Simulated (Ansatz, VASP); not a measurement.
C: VASP beside Ansatz

Contents of INCAR:

```
PREC     = Accurate       # precision mode
ENCUT    = 520            # plane-wave cutoff, eV
EDIFF    = 1E-6           # SCF threshold, eV
ISMEAR   = 0              # smearing method
SIGMA    = 0.15           # smearing width, eV
LREAL    = False          # projectors in reciprocal space
LASPH    = True           # aspherical terms in the spheres
NELM     = 60             # most SCF steps
ALGO     = Normal         # electronic algorithm
ISIF     = 2              # what is computed and relaxed
LWAVE    = False          # write WAVECAR
LCHARG   = False          # write CHGCAR
GGA      = PS             # functional
IVDW     = 12             # dispersion correction
NBANDS   = 11             # bands
```

The input KPOINTS:

```
Automatic mesh
0
Gamma
  21 21 12
```

Contents of POSCAR:

```
C
1.0
    2.4987011397      0.0000000000      0.0000000000
   -1.2493505699      2.1639386634      0.0000000000
    0.0000000000      0.0000000000      3.5884245947
C
2
Direct
    0.3192382018      0.6384764037      0.0000000000
    0.6807617982      0.3615235963      0.0000000000
```

Input for Ansatz:

```yaml
crystal:
  lattice:
    - [2.4987011397, 0.0, 0.0]
    - [-1.2493505699, 2.1639386634, 0.0]
    - [0.0, 0.0, 3.5884245947]
  atoms:
    - { symbol: C, position: [0.3192382018, 0.6384764037, 0.0] }
    - { symbol: C, position: [0.6807617982, 0.3615235963, 0.0] }
basis:
  ecutwfc: 520.0
kpoints:
  mp_grid: { grid: [21, 21, 12] }
hamiltonian:
  xc: pbesol
  pseudopotentials: { kind: paw, azcp: { folder: soft_1 } }
  dispersion: d3bj
scf:
  occupations: { method: gaussian, width: 0.15 }
output:
  forces: true
  stress: true
  eigenvalues: true
```

Change from the starting cell: mode 6 frozen in at -0.060 Å, equal normal strain along x, y and z +0.0167.

Alike in both runs: task single point; functional PBEsol; dispersion D3(BJ); k mesh 21 × 21 × 12; occupations gaussian, width 0.15 eV; no spin polarisation.

|  | VASP | Ansatz |
| --- | --- | --- |
| version | VASP 6.6.1 | Ansatz 0.2.0 |
| potentials or method | VASP PAW PBE potentials, release 64 (C), cutoff 520 eV | scalar-relativistic, plane waves, PAW |
| valence electrons in the cell | 8 | 8 |

```csv
,VASP,Ansatz,Ansatz less VASP
gap on the k mesh at the Fermi level (eV),none,none,-
pressure (GPa),-7.1,-7.7,-0.54
"traceless stress, the component that is largest in VASP (GPa)",-11.18,-11.19,-0.010
rms of the force components (eV/Å),2.927,2.915,-0.0119
```

VASP's potentials were made for PBE, not for PBEsol, and Ansatz warns of the same on its side. Atom by atom the forces differ by 0.012 eV/Å (rms over components). A gap of «none» marks a metal or a gap that the smearing closes.
